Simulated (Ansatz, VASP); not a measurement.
## One calculation of Zn, two programs

```xyz
2
Lattice="2.6700 -0.0267 0.0000 -1.3581 2.3256 0.0000 0.0000 0.0000 4.9660" Properties=species:S:1:pos:R:3 pbc="T T T"
Zn    1.3273    0.7574    3.7245
Zn   -0.0154    1.5415    1.2415
```

Change from the starting cell: strain_shear_xy = -0.02.

Alike in both runs: task single point; functional PBEsol; k mesh 11 × 11 × 6; occupations fermi-dirac, width 0.05 eV; no spin polarisation.

|  | VASP | Ansatz |
| --- | --- | --- |
| version | VASP 6.6.1 | Ansatz 0.2.0 |
| potentials or method | VASP PAW PBE potentials, release 64 (Zn), cutoff 520 eV | all-electron LAPW, scalar-relativistic |

Ansatz gave:

| Quantity | Value |
| --- | --- |
| gap on the k mesh at the Fermi level (eV) | none |
| pressure (GPa) | -5.6 |
| traceless stress, the component that is largest in VASP (GPa) | 0.69 |

Question: Estimate VASP's values.

Answer: gap on the k mesh at the Fermi level (eV): none; pressure (GPa): -5.0; traceless stress, the component that is largest in VASP (GPa): 0.70.

VASP's potentials were made for PBE, not for PBEsol. A gap of «none» marks a metal or a gap that the smearing closes. Ansatz ran all-electron here, and VASP with PAW potentials.
